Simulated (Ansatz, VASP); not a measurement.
## SiC3 in VASP and in Ansatz

```
Si C
1.0
     2.83709    0.00000    0.00000
    -1.41854    2.45699    0.00000
     0.00000    0.00000    8.31791
Si C
1 3
Cartesian
  1.4185 0.8190 4.1590
  0.0000 1.6380 0.0000
  0.0000 1.6380 4.1590
  1.4185 0.8190 0.0000
```

Alike in both runs: functional PBE; k mesh 6 × 6 × 2; occupations gaussian, width 0.1 eV; no spin polarisation.

Ansatz relaxed the structure, and its values are those at the end. VASP's run is a single point on that final structure, the one shown.

|  | VASP | Ansatz |
| --- | --- | --- |
| version | VASP 6.6.1 | Ansatz 0.2.0 |
| potentials or method | VASP PAW PBE potentials, release 64 (Si, C), cutoff 520 eV | scalar-relativistic, plane waves, PAW |
| valence electrons in the cell | 16 | 16 |

Ansatz gave:

```
gap on the k mesh at the Fermi level (eV) : none
pressure (GPa)                            : 0.3
```

Question: What did VASP give for the same quantities?

Answer: gap on the k mesh at the Fermi level (eV): none; pressure (GPa): 0.2.

A gap of «none» marks a metal or a gap that the smearing closes.

The k mesh is coarse, so the values compare programs but aren't converged.
